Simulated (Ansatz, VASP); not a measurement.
**CdF2 in VASP and in Ansatz**

```
CELL_PARAMETERS angstrom
0.00000 2.69400 2.69400
2.69400 0.00000 2.69400
2.69400 2.69400 0.00000
ATOMIC_POSITIONS crystal
Cd 0.00000 0.00000 0.00000
F 0.75000 0.75000 0.75000
F 0.25000 0.25000 0.25000
```

Alike in both runs: functional LDA; k mesh 8 × 8 × 8; no spin polarisation.

|  | VASP | Ansatz |
| --- | --- | --- |
| version | VASP 6.6.1 | Ansatz 0.2.0 |
| potentials or method | VASP PAW LDA potentials, release 64 (Cd_sv_GW, F) | Ansatz PAW |
| plane-wave cutoff (eV) | 600 | 420 |
| occupations | gaussian, width 0.01 eV | fixed |
| valence electrons in the cell | 34 | 34 |
| task | single point | band structure |

```csv
,VASP,Ansatz,Ansatz less VASP
gap on the k mesh at the Fermi level (eV),2.81,2.81,-0.002
least direct gap on the mesh (eV),3.29,3.29,-0.008
pressure (GPa),-6.3,-5.7,+0.60
```

LDA's correlation is that of Perdew and Zunger in VASP and of Perdew and Wang (1992) in Ansatz.
